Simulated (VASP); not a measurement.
Here is a VASP 6.6.1 calculation.

Contents of INCAR:

```
PREC = Accurate ; ENCUT = 600
EDIFF = 1E-6 ; ISMEAR = -1
SIGMA = 0.02 ; LREAL = F
LASPH = T ; NELM = 120
ALGO = Normal ; ISIF = 2
LWAVE = F ; LCHARG = T
GGA = PE ; LELF = T
LVHAR = T ; NBANDS = 52
GGA_COMPAT = F
```

File KPOINTS:

```
regular mesh
0
Gamma
  4 4 4
```

Contents of POSCAR:

```
FeS2
1.0
    5.4033489634      0.0000000000      0.0000000000
    0.0000000000      5.4033489634      0.0000000000
    0.0000000000      0.0000000000      5.4033489634
Fe S
4 8
Direct
    0.0000000000      0.5000000000      0.5000000000
    0.5000000000      0.5000000000      0.0000000000
    0.5000000000      0.0000000000      0.5000000000
    0.0000000000      0.0000000000      0.0000000000
    0.3826532225      0.1173467775      0.8826532225
    0.1173467775      0.8826532225      0.3826532225
    0.8826532225      0.3826532225      0.1173467775
    0.6173467775      0.6173467775      0.6173467775
    0.3826532225      0.3826532225      0.3826532225
    0.1173467775      0.6173467775      0.8826532225
    0.8826532225      0.1173467775      0.6173467775
    0.6173467775      0.8826532225      0.1173467775
```

Potentials or basis: VASP PAW PBE potentials, release 64 (Fe, S).

Launch:

```console
$ cat potpaw_PBE.64/Fe/POTCAR potpaw_PBE.64/S/POTCAR > POTCAR
$ mpirun -np 1 vasp_std > vasp.out
```

Task: Estimate the pressure.

Result: 0.1 GPa.

Task: Predict the band gap on the k mesh.

Result: 0.42 eV (least direct gap 0.46 eV).

Task: What does it give for the largest force?

Result: 0.081 eV/Å.

Forces in eV/Å, atoms in the order of the input:
```
Fe   0.000  0.000  0.000
Fe   0.000  0.000  0.000
Fe   0.000  0.000  0.000
Fe   0.000  0.000  0.000
S    0.047 -0.047  0.047
S   -0.047  0.047  0.047
S    0.047  0.047 -0.047
S   -0.047 -0.047 -0.047
S    0.047  0.047  0.047
S   -0.047 -0.047  0.047
S    0.047 -0.047 -0.047
S   -0.047  0.047 -0.047
```

A k mesh can miss the band edges. Spin polarisation is off, so any magnetic state and its effect on volume and gap are missing.
